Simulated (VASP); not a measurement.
CuI, 2 atoms in the cell. It takes space group F-43m (No. 216, cubic). Conventional cell: a = 6.063 Å, b = 6.063 Å, c = 6.063 Å, α = 90.00°, β = 90.00°, γ = 90.00°. I (site symmetry -43m) has 4 Cu at 2.63 Å within 3.5 Å. Cu (site symmetry -43m) has 4 I at 2.63 Å within 3.5 Å. 

```yaml
Program: VASP 6.6.1
Task: single point
Functional: PBE
Potentials_or_basis: VASP PAW PBE potentials, release 64 (I, Cu)
Cutoff: 520 eV
k_mesh: 8 × 8 × 8
Occupations: fermi-dirac, width 0.05 eV
Spin: no spin polarisation
Hubbard_terms: Cu d U = 4.5 eV
Dipole_correction: no
Further_INCAR_settings: ALGO = Normal; EDIFF = 1e-06; NBANDS = 16
```

Potentials or basis: VASP PAW PBE potentials, release 64 (I, Cu).

Run with:

```bash
$ cat potpaw_PBE.64/I/POTCAR potpaw_PBE.64/Cu/POTCAR > POTCAR
$ mpirun -np 1 vasp_std > vasp.out
```

Hardware: 1 thread of Intel(R) Xeon(R) Platinum 8488C (Sapphire Rapids), with other jobs on the host.

**Question.** Estimate the wall time of this run.

**Answer.** Wall time 11 s on 1 thread of Intel(R) Xeon(R) Platinum 8488C (Sapphire Rapids) (shared host), peak memory 0.18 GiB. Counts: scf iterations 12, k points 29.
